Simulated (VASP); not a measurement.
# AlFe3B in VASP: settings compared, part 2 of 2

VASP 6.6.1. The steps go on from the part before.

### 3 Single point, r2SCAN, collinear spin, ferromagnetic start

This run uses another cell than the first one, of 11.42 Å³/atom, 1.100 times its volume.

POSCAR

```
AlFe3B
1.0
    3.8511780921      0.0000000000      0.0000000000
    0.0000000000      3.8511780921      0.0000000000
    0.0000000000      0.0000000000      3.8511780921
Fe Al B
3 1 1
Direct
    0.0000000000      0.0000000000      0.5000000000
    0.0000000000      0.5000000000      0.0000000000
    0.5000000000      0.0000000000      0.0000000000
    0.5000000000      0.5000000000      0.5000000000
    0.0000000000      0.0000000000      0.0000000000
```

INCAR.step1

```
PREC = Accurate
ENCUT = 520
ISMEAR = -1
SIGMA = 0.05
LREAL = F
LASPH = T
NELM = 150
ISPIN = 2
MAGMOM = 3 3 3 0 0
LMAXMIX = 4
NBANDS = 27
GGA = PE
ALGO = Normal
EDIFF = 1E-4
LWAVE = T
LCHARG = F
```

INCAR.step2

```
PREC = Accurate
ENCUT = 520
EDIFF = 1E-6
ISMEAR = -1
SIGMA = 0.05
LREAL = F
LASPH = T
NELM = 150
ALGO = Normal
ISIF = 2
LWAVE = F
LCHARG = F
ISPIN = 2
MAGMOM = 3 3 3 0 0
LORBIT = 11
LMAXMIX = 4
METAGGA = R2SCAN
LMIXTAU = T
NBANDS = 27
ISTART = 1
```

KPOINTS

```
regular mesh
0
Gamma
  7 7 7
```

Potentials or basis: VASP PAW PBE potentials, release 64 (Fe, Al, B).

On the command line:

```sh
> cat potpaw_PBE.64/Fe/POTCAR potpaw_PBE.64/Al/POTCAR potpaw_PBE.64/B/POTCAR > POTCAR
> cp INCAR.step1 INCAR
> mpirun -np 1 vasp_std > vasp.out
> cp INCAR.step2 INCAR
> mpirun -np 1 vasp_std > vasp.out
```

Wall time 6.3 min (1 thread of AMD EPYC 7R13 (Zen 3), shared host); peak memory 0.19 GiB.

It converged, with:

| Item | Value |
| --- | --- |
| Free energy | -57.1000 eV |
| Pressure | 0.3 GPa |
| Net moment | 6.25 μB per cell |
| Site moments | Fe +2.28; Al -0.09; B -0.22 μB |
| Valence electrons inside the program's atomic spheres | Fe 7.39; Al 0.76; B 2.12 |

Levels at points of the mesh, in eV from the Fermi level:
Spin up:
```csv
k point,band 16,band 17,band 18,band 19,band 20,band 21
"(0.00, 0.00, 0.00)",-1.43,-1.39,-1.39,-1.39,3.96,4.83
```
Spin down:
| k point | band 7 | band 8 | band 9 | band 10 | band 11 | band 12 | band 13 | band 14 | band 15 | band 16 |
| --- | --- | --- | --- | --- | --- | --- | --- | --- | --- | --- |
| (0.00, 0.00, 0.00) | -2.42 | -2.04 | -2.04 | -2.04 | 0.45 | 0.45 | 0.86 | 0.86 | 0.86 | 1.56 |

Caveat: the PAW data sets were made with another functional, which shifts forces and pressure a little.

### 4 Relaxation of cell and atoms, LDA, collinear spin, ferromagnetic start

This run uses another cell than the first one, of 11.17 Å³/atom, 1.076 times its volume.

INCAR

```
PREC = Accurate
ENCUT = 600
EDIFF = 1E-6
ISMEAR = -1
SIGMA = 0.05
LREAL = F
LASPH = T
NELM = 150
ALGO = Normal
ISIF = 3
LWAVE = F
LCHARG = F
ISPIN = 2
MAGMOM = 3 3 3 0 0
LORBIT = 11
LMAXMIX = 4
GGA = CA
IBRION = 2
NSW = 60
EDIFFG = -0.01
```

KPOINTS

```
Automatic mesh
0
Gamma
  7 7 7
```

Changes to POSCAR since step 3:

```diff
@@ -2,5 +2,5 @@
 1.0
-    3.8511780921      0.0000000000      0.0000000000
-    0.0000000000      3.8511780921      0.0000000000
-    0.0000000000      0.0000000000      3.8511780921
+    3.8223220000      0.0000000000      0.0000000000
+    0.0000000000      3.8223220000      0.0000000000
+    0.0000000000      0.0000000000      3.8223220000
 Fe Al B
```

Potentials or basis: VASP PAW LDA potentials, release 64 (Fe, Al, B).

On the command line:

```sh
> cat potpaw_LDA.64/Fe/POTCAR potpaw_LDA.64/Al/POTCAR potpaw_LDA.64/B/POTCAR > POTCAR
> mpirun -np 1 vasp_std > vasp.out
```

Wall time 3.5 min (1 thread of AMD EPYC 7R13 (Zen 3), shared host); peak memory 0.17 GiB.

The run converged. Its results:

- Free energy: -40.4576 eV
- Relaxed volume: 10.31 Å³/atom
- Relaxed cell: a = 3.722 Å, b = 3.722 Å, c = 3.722 Å, α = 90.00°, β = 90.00°, γ = 90.00°
- Space group after relaxing (to 0.05 Å): Pm-3m (No. 221)
- Energy gained by relaxing: 35.2 meV/atom
- Ionic steps: 4
- Pressure after relaxing: -0.1 GPa
- Net moment: 2.65 μB per cell
- Site moments: Fe +0.91; Al -0.03; B -0.06 μB
- Valence electrons inside the program's atomic spheres: Fe 7.67; Al 0.78; B 2.23

Step by step:
| step | energy change (eV) | largest force (eV/Å) | pressure (GPa) | volume (Å³) |
| --- | --- | --- | --- | --- |
| 1 | 0.0000 | 0.0000 | -13.29 | 55.84 |
| 2 | -0.0569 | 0.0000 | 14.34 | 48.68 |
| 3 | -0.1753 | 0.0000 | -0.88 | 51.74 |
| 4 | -0.1759 | 0.0000 | -0.09 | 51.55 |

Final structure:
```
Fe Al B
1.0
     3.72166    0.00000    0.00000
     0.00000    3.72166    0.00000
     0.00000    0.00000    3.72166
Fe Al B
3 1 1
Direct
  0.00000 0.00000 0.50000
  0.00000 0.50000 0.00000
  0.50000 0.00000 0.00000
  0.50000 0.50000 0.50000
  0.00000 0.00000 0.00000
```

Levels at points of the mesh, in eV from the Fermi level:
Spin up:
```csv
k point,band 13,band 14,band 15,band 16,band 17,band 18,band 19,band 20
"(0.00, 0.00, 0.00)",-1.16,-0.67,-0.67,0.27,0.35,0.35,0.35,5.16
```
Spin down:
```tsv
k point	band 10	band 11	band 12	band 13	band 14	band 15	band 16	band 17	band 18	band 19
(0.00, 0.00, 0.00)	-1.62	-0.12	-0.12	-0.12	0.00	0.00	1.16	1.16	1.16	1.16
```

### 5 Single point, PBEsol, collinear spin, ferromagnetic start

This run uses another cell than the first one, of 12.08 Å³/atom, 1.164 times its volume.

INCAR

```
PREC     = Accurate       # precision mode
ENCUT    = 520            # plane-wave cutoff, eV
EDIFF    = 1E-6           # SCF threshold, eV
ISMEAR   = -1             # smearing method
SIGMA    = 0.05           # smearing width, eV
LREAL    = False          # projectors in reciprocal space
LASPH    = True           # aspherical terms in the spheres
NELM     = 150            # most SCF steps
ALGO     = Normal         # electronic algorithm
ISIF     = 2              # what is computed and relaxed
LWAVE    = False          # write WAVECAR
LCHARG   = False          # write CHGCAR
ISPIN    = 2              # spin polarisation
MAGMOM   = 3 3 3 0 0      # initial moments
LORBIT   = 11             # projections on sites
LMAXMIX  = 4              # l up to which the mixer works
GGA      = PS             # functional
NBANDS   = 27             # bands
```

KPOINTS

```
regular mesh
0
Gamma
  6 6 6
```

Changes to POSCAR since step 4:

```diff
@@ -2,4 +2,4 @@
 1.0
-    3.8223220000      0.0000000000      0.0000000000
-    0.0000000000      3.8223220000      0.0000000000
+    3.9752148800      0.0000000000      0.0000000000
+    0.0000000000      3.9752148800      0.0000000000
     0.0000000000      0.0000000000      3.8223220000
```

Potentials or basis: VASP PAW PBE potentials, release 64 (Fe, Al, B).

On the command line:

```sh
> cat potpaw_PBE.64/Fe/POTCAR potpaw_PBE.64/Al/POTCAR potpaw_PBE.64/B/POTCAR > POTCAR
> mpirun -np 1 vasp_std > vasp.out
```

It took 92 s on 1 thread of Intel Xeon Platinum 8488C (Sapphire Rapids), shared host; peak memory 0.24 GiB.

The run converged. Its results:

```yaml
Free_energy: -38.2791 eV
Pressure: -17.8 GPa
Net_moment: 4.45 μB per cell
Site_moments: Fe +1.47, +1.67; Al -0.07; B -0.14 μB
Valence_electrons_inside_the_program's_atomic_spheres: Fe 7.37, 7.26; Al 0.71; B 2.02
```

Stress tensor (GPa, compression positive):
```
-20.80   0.00   0.00
  0.00 -20.80   0.00
  0.00   0.00 -11.86
```

Levels at points of the mesh, in eV from the Fermi level:
Spin up:
```tsv
k point	band 15	band 16	band 17	band 18	band 19	band 20
(0.00, 0.00, 0.00)	-1.10	-0.53	-0.50	-0.36	-0.36	3.74
(0.50, 0.00, 0.00)	-1.18	-1.01	-0.36	1.39	1.67	3.44
(0.50, 0.50, 0.00)	-1.35	-1.26	-0.99	-0.03	-0.03	3.28
(0.00, 0.00, 0.50)	-1.24	-1.05	-0.53	1.80	1.80	3.37
(0.50, 0.00, 0.50)	-1.29	-1.21	-0.94	0.15	0.17	3.38
(0.50, 0.50, 0.50)	-1.48	-1.34	-0.58	-0.58	-0.45	1.67
```
Spin down:
```
           k point  band 11  band 12  band 13  band 14  band 15  band 16
(0.00, 0.00, 0.00)     0.15     0.18     0.18     0.18     0.29     1.17
(0.50, 0.00, 0.00)    -0.48    -0.14     0.09     0.14     0.32     0.49
(0.50, 0.50, 0.00)    -0.54    -0.54    -0.44    -0.04     0.34     0.65
(0.00, 0.00, 0.50)    -0.19    -0.15     0.14     0.14     0.17     0.53
(0.50, 0.00, 0.50)    -0.72    -0.42    -0.25     0.15     0.38     0.70
(0.50, 0.50, 0.50)    -0.75    -0.75    -0.50    -0.50     0.51     0.64
```

Caveat: the PAW data sets were made with another functional, which shifts forces and pressure a little.

### 6 Summary

| task | level | potentials or basis | cell | k mesh | cutoff (eV) | gap on the mesh (eV) | pressure (GPa) | moment (μB) |
| --- | --- | --- | --- | --- | --- | --- | --- | --- |
| single point | LDA | VASP PAW LDA potentials, release 64 (Fe, Al, B) | a = 3.730 Å, 5 atoms | 7 × 7 × 7 | 520 | none | -1.5 | 2.76 |
| single point | r2SCAN | VASP PAW PBE potentials, release 64 (Fe, Al, B) | a = 3.851 Å, 5 atoms | 7 × 7 × 7 | 520 | none | 0.3 | 6.25 |
| relaxation of cell and atoms | LDA | VASP PAW LDA potentials, release 64 (Fe, Al, B) | relaxed from a = 3.822 Å, 5 atoms | 7 × 7 × 7 | 600 | none | -0.1 | 2.65 |
| single point | PBEsol | VASP PAW PBE potentials, release 64 (Fe, Al, B) | a = 3.975, b = 3.975, c = 3.822 Å, 5 atoms | 6 × 6 × 6 | 520 | none | -17.8 | 4.45 |

Alike in all rows: spin collinear, ferromagnetic start; smearing fermi-dirac 0.05 eV.

Caveats: the PAW data sets were made with another functional, which shifts forces and pressure a little (some runs).

Absolute energies hang on the potentials; compare differences alone.
